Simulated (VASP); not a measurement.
Set up this calculation in VASP 6.6.1, as the native input.

```yaml
Task: relaxation of cell and atoms
Functional: PBE
Dispersion: D3(BJ)
Potentials_or_basis: VASP PAW PBE potentials, release 64 (Sn_d, Se)
Cutoff: 600 eV
k_mesh: 12 × 12 × 6
Occupations: gaussian, width 0.02 eV
Spin: no spin polarisation
Dipole_correction: no
Further_INCAR_settings: ALGO = Normal; EDIFF = 1e-07; IBRION = 2; EDIFFG = -0.003; NSW = 50; ISIF = 3
```

The structure of SnSe2 (ae) lies in POSCAR:

```
SnSe2
1.0
    3.8550144008      0.0000000000      0.0000000000
   -1.9275072004      3.3385404031      0.0000000000
    0.0000000000      0.0000000000      6.0334560014
Sn Se
1 2
Direct
    0.0000000000      0.0000000000      0.0000000000
    0.3333333333      0.6666666667      0.2652040069
    0.6666666667      0.3333333333      0.7347959931
```

One way to write it, as run:

INCAR

```
PREC = Accurate ; ENCUT = 600
EDIFF = 1E-7 ; ISMEAR = 0
SIGMA = 0.02 ; LREAL = False
LASPH = True ; NELM = 100
ALGO = Normal ; ISIF = 3
LWAVE = False ; LCHARG = False
GGA = PE ; IVDW = 12
IBRION = 2 ; NSW = 50
EDIFFG = -0.003
```

KPOINTS

```
regular mesh
0
Gamma
  12 12 6
```

Potentials or basis: VASP PAW PBE potentials, release 64 (Sn_d, Se).

Run with:

```bash
$ cat potpaw_PBE.64/Sn_d/POTCAR potpaw_PBE.64/Se/POTCAR > POTCAR
$ mpirun -np 1 vasp_std > vasp.out
```

It gave:

The relaxed volume is 25.59 Å³/atom, the relaxed cell is a = 3.841 Å, b = 3.841 Å, c = 6.009 Å, α = 90.00°, β = 90.00°, γ = 120.00° and the space group after relaxing (to 0.05 Å) is P-3m1 (No. 164). The energy gained by relaxing is 0.6 meV/atom and the ionic steps are 11. The pressure after relaxing is 0.0 GPa. The band gap on the k mesh is 0.34 eV, indirect (least direct gap 0.81 eV) and the dispersion energy per atom is -0.364 eV.

Caveat: spin-orbit coupling is left out, which moves the levels of the heavy elements.

Wall time 14 min on 1 thread of Intel(R) Xeon(R) Platinum 8259CL CPU @ 2.50GHz (Skylake/Cascade Lake), with other jobs on the host, peak memory 0.35 GiB.
